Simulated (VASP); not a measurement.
Here is a VASP 6.6.1 calculation.

The input INCAR:

```
PREC = Accurate
ENCUT = 520
EDIFF = 1E-6
ISMEAR = -1
SIGMA = 0.05
LREAL = F
LASPH = T
NELM = 60
ALGO = Normal
ISIF = 2
LWAVE = F
LCHARG = F
NBANDS = 12
```

KPOINTS

```
Automatic mesh
0
Gamma
  11 11 11
```

File POSCAR:

```
Ag
1.0
   -1.6556540000      1.6556540000      1.6556540000
    1.6556540000     -1.6556540000      1.6556540000
    1.6556540000      1.6556540000     -1.6556540000
Ag
1
Direct
    0.0000000000      0.0000000000      0.0000000000
```

Potentials or basis: VASP PAW LDA potentials, release 64 (Ag).

Command:

```bash
$ cat potpaw_LDA.64/Ag/POTCAR > POTCAR
$ mpirun -np 1 vasp_std > vasp.out
```

Q: Predict the pressure.

A: -11.3 GPa.
